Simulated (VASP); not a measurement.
Input of a VASP 6.6.1 run:

The input INCAR:

```
SYSTEM = Ge
PREC = Accurate
ENCUT = 520
EDIFF = 1E-6
ISMEAR = -1
SIGMA = 0.05
LREAL = .FALSE.
LASPH = .TRUE.
NELM = 100
ALGO = Normal
ISIF = 2
LWAVE = .FALSE.
LCHARG = .FALSE.
GGA = PS
NBANDS = 36
```

The input KPOINTS:

```
Automatic mesh
0
G
  8 8 4
  0 0 0
```

The input POSCAR:

```
Ge
1.0
    3.9435577898      0.0000000000      0.0000000000
   -1.9717788949      3.4152212273      0.0000000000
    0.0000000000      0.0000000000      6.5101862333
Ge
4
Direct
    0.3333333333      0.6666666667      0.9370987500
    0.6666666667      0.3333333333      0.4370987500
    0.3333333333      0.6666666667      0.5629012500
    0.6666666667      0.3333333333      0.0629012500
```

Potentials or basis: VASP PAW PBE potentials, release 64 (Ge_d).

The run is started by

```console
$ cat potpaw_PBE.64/Ge_d/POTCAR > POTCAR
$ mpirun -np 1 vasp_std > vasp.out
```

(1) Estimate the band gap on the k mesh.

(2) Estimate the pressure.

(3) Estimate the largest force.

## Answers

(1) zero (filled and empty bands touch).

(2) 2.8 GPa.

(3) 0.014 eV/Å.

Caveat: the PAW data sets were made with another functional, which shifts forces and pressure a little.
